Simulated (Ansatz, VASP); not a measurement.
**One calculation of Ni, two programs**

```xyz
1
Lattice="2.2538 0.0000 0.0000 0.0000 2.2538 0.0000 0.0000 0.0000 2.2538" Properties=species:S:1:pos:R:3 pbc="T T T"
Ni    0.0000    0.0000    0.0000
```

Alike in both runs: task single point; functional RPBE; k mesh 22 × 22 × 22; occupations fermi-dirac, width 0.1 eV; no spin polarisation.

|  | VASP | Ansatz |
| --- | --- | --- |
| version | VASP 6.6.1 | Ansatz 0.2.0 |
| potentials or method | VASP PAW PBE potentials, release 64 (Ni), cutoff 520 eV | plane waves (420 eV) with PAW, scalar-relativistic |
| valence electrons in the cell | 10 | 18 |

VASP gave:

- pressure (GPa): 22.3

**Question.** What did Ansatz give for the same quantities?

**Answer.** Pressure (GPa): 22.5.

VASP's potentials were made for PBE, not for RPBE. VASP's potentials hold 10 valence electrons a cell and Ansatz's 18, so a difference there can come from the potentials and not from the codes.
